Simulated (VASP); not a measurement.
The system is Mo.

```
Mo
1.0
    -1.58381    1.58381    1.58381
     1.58381   -1.58381    1.58381
     1.58381    1.58381   -1.58381
Mo
1
Direct
  0.00000 0.00000 0.00000
```

| Quantity | Value |
| --- | --- |
| Program | VASP 6.6.1 |
| Task | relaxation of cell and atoms |
| Functional | r2SCAN |
| Potentials or basis | VASP PAW PBE potentials, release 64 (Mo_sv) |
| Cutoff | 600 eV |
| k mesh | 18 × 18 × 18 |
| Occupations | gaussian, width 0.1 eV |
| Spin | no spin polarisation |

At the start: pressure -3.2 GPa; volume 15.89 Å³/atom.

How do energy, volume and symmetry change on relaxing?

Over 3 steps the energy falls by 2.0 meV/atom and the volume is 15.70 Å³/atom (-1.2 %); space group Im-3m (No. 229, to 0.05 Å).

The path:
| step | energy change (eV) | largest force (eV/Å) | pressure (GPa) | volume (Å³) |
| --- | --- | --- | --- | --- |
| 1 | 0.0000 | 0.0000 | -3.25 | 15.89 |
| 2 | 0.0144 | 0.0000 | 10.11 | 15.16 |
| 3 | -0.0020 | 0.0000 | -0.03 | 15.70 |

Final structure:
```xyz
1
Lattice="-1.5774 1.5774 1.5774 1.5774 -1.5774 1.5774 1.5774 1.5774 -1.5774" Properties=species:S:1:pos:R:3 pbc="T T T"
Mo    0.0000    0.0000    0.0000
```

Caveat: the PAW data sets were made with another functional, which shifts forces and pressure a little.
